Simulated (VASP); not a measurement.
Here is a VASP 6.6.1 calculation.

INCAR

```
ALGO = Normal ; EDIFF = 1E-6
ENCUT = 520 ; GGA = PS
ISIF = 2 ; ISMEAR = 0
LASPH = T ; LCHARG = F
LREAL = F ; LWAVE = F
NBANDS = 24 ; NELM = 80
PREC = Accurate ; SIGMA = 0.05
```

KPOINTS

```
k-points
0
Gamma
  6 6 8
```

File POSCAR:

```
BaS
1.0
    5.2795572794      0.0000000000      0.0000000000
    0.0000000000      5.2795572794      0.0000000000
    0.0000000000      0.0000000000      3.7435755600
Ba S
2 2
Direct
    0.5000000000      0.0000000000      0.4540149270
    0.0000000000      0.5000000000      0.5459850730
    0.0000000000      0.0000000000      0.0000000000
    0.5000000000      0.5000000000      0.0000000000
```

Potentials or basis: VASP PAW PBE potentials, release 64 (Ba_sv, S).

Command:

```bash
$ cat potpaw_PBE.64/Ba_sv/POTCAR potpaw_PBE.64/S/POTCAR > POTCAR
$ mpirun -np 1 vasp_std > vasp.out
```

(1) What does it give for the pressure?

(2) What does it give for the band gap on the k mesh?

(3) What does it give for the largest force?

Results:

(1) 3.1 GPa.

(2) 1.28 eV, direct.

(3) 0.028 eV/Å.

Caveat: the PAW data sets were made with another functional, which shifts forces and pressure a little; spin-orbit coupling is left out, which moves the levels of the heavy elements.
